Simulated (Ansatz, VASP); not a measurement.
**Two plane-wave programs on SnSe**

```
Sn Se
1.0
     4.01090    0.00000    0.00000
     0.00000    4.01090    0.00000
     0.00000    0.00000    6.25770
Sn Se
2 2
Cartesian
  2.0055 0.0000 1.5650
  0.0000 2.0055 4.6927
  2.0055 0.0000 4.6929
  0.0000 2.0055 1.5648
```

Alike in both runs: task single point; functional PBE; dispersion D3(BJ); k mesh 8 × 8 × 6; occupations gaussian, width 0.03 eV; no spin polarisation.

|  | VASP | Ansatz |
| --- | --- | --- |
| version | VASP 6.6.1 | Ansatz 0.2.0 |
| potentials or method | VASP PAW PBE potentials, release 64 (Sn_d, Se), cutoff 520 eV | scalar-relativistic, plane waves, PAW |
| valence electrons in the cell | 40 | 60 |

|  | VASP | Ansatz | Ansatz less VASP |
| --- | --- | --- | --- |
| gap on the k mesh at the Fermi level (eV) | none | none | - |
| pressure (GPa) | 4.9 | 4.9 | -0.02 |
| traceless stress, the component that is largest in VASP (GPa) | -9.18 | -9.15 | +0.032 |

A gap of «none» marks a metal or a gap that the smearing closes. VASP's potentials hold 40 valence electrons a cell and Ansatz's 60, so a difference there can come from the potentials and not from the codes.
